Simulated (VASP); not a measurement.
# PbSe (zincblende type): single point with PBE

Crystal: PbSe (zincblende type).

```
CELL_PARAMETERS angstrom
0.00000 3.45036 3.45036
3.45036 0.00000 3.45036
3.45036 3.45036 0.00000
ATOMIC_POSITIONS crystal
Pb 0.00000 0.00000 0.00000
Se 0.25000 0.25000 0.25000
```

| Property | Result |
| --- | --- |
| Program | VASP 6.6.1 |
| Task | single point |
| Functional | PBE |
| Potentials or basis | VASP PAW PBE potentials, release 64 (Pb_d, Se) |
| Cutoff | 520 eV |
| k mesh | 11 × 11 × 11 |
| Occupations | gaussian, width 0.2 eV |
| Spin | no spin polarisation |

* Pressure: 0.0 GPa
* Band gap on the k mesh: 0.75 eV, indirect (least direct gap 1.19 eV)

Levels at points of the mesh, in eV from the valence-band top:
| k point | band 8 | band 9 | band 10 | band 11 | band 12 | band 13 |
| --- | --- | --- | --- | --- | --- | --- |
| (0.00, 0.00, 0.00) | -1.50 | -1.50 | -1.50 | 2.18 | 2.18 | 2.18 |

Wall time 75 s on 1 thread of AMD EPYC 7R43 64-Core Processor (Zen 3), on a shared host, peak memory 0.21 GiB.

Caveat: spin-orbit coupling is left out, which moves the levels of the heavy elements. A k mesh can miss the band edges.
